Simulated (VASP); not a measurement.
Write the native input for VASP 6.6.1 that does the following.

| Quantity | Value |
| --- | --- |
| Task | single point |
| Functional | r2SCAN |
| Dispersion | D4 |
| Potentials or basis | VASP PAW PBE potentials, release 64 (C) |
| Cutoff | 520 eV |
| k mesh | 13 × 13 × 13 |
| Occupations | fermi-dirac, width 0.05 eV |
| Spin | no spin polarisation |
| Dipole correction | no |
| Further INCAR settings | ALGO = Normal; EDIFF = 1e-06; NBANDS = 11 |

The system is C.

```xyz
2
Lattice="0.0000 1.7834 1.7834 1.7834 0.0000 1.7834 1.7834 1.7834 0.0000" Properties=species:S:1:pos:R:3 pbc="T T T"
C     2.6751    2.6751    2.6751
C     1.7834    1.7834    1.7834
```

One way to write it, as run:

POSCAR

```
C
1.0
    0.0000000000      1.7833700000      1.7833700000
    1.7833700000      0.0000000000      1.7833700000
    1.7833700000      1.7833700000      0.0000000000
C
2
Direct
    0.7500000000      0.7500000000      0.7500000000
    0.5000000000      0.5000000000      0.5000000000
```

INCAR.step1

```
ALGO = Normal
EDIFF = 1E-4
ENCUT = 520
GGA = PE
ISMEAR = -1
LASPH = True
LCHARG = False
LREAL = False
LWAVE = True
NBANDS = 11
NELM = 100
PREC = Accurate
SIGMA = 0.05
```

INCAR.step2

```
ALGO = Normal
EDIFF = 1E-6
ENCUT = 520
ISIF = 2
ISMEAR = -1
ISTART = 1
IVDW = 13
LASPH = True
LCHARG = False
LMIXTAU = True
LREAL = False
LWAVE = False
METAGGA = R2SCAN
NBANDS = 11
NELM = 100
PREC = Accurate
SIGMA = 0.05
VDW_A1 = 0.51559235
VDW_A2 = 5.77342911
VDW_S6 = 1.0
VDW_S8 = 0.6018749
```

KPOINTS

```
k-points
0
Gamma
  13 13 13
```

Potentials or basis: VASP PAW PBE potentials, release 64 (C).

Command:

```bash
$ cat potpaw_PBE.64/C/POTCAR > POTCAR
$ cp INCAR.step1 INCAR
$ mpirun -np 1 vasp_std > vasp.out
$ cp INCAR.step2 INCAR
$ mpirun -np 1 vasp_std > vasp.out
```

Results of the run:

The pressure is -3.5 GPa. The band gap on the k mesh is 4.34 eV, indirect (least direct gap 5.84 eV). The dispersion energy per atom is -0.088 eV.

Caveat: the PAW data sets were made with another functional, which shifts forces and pressure a little.

It took 35 s on 1 thread of Intel Xeon 6975P-C, with other jobs on the host, peak memory 0.13 GiB.
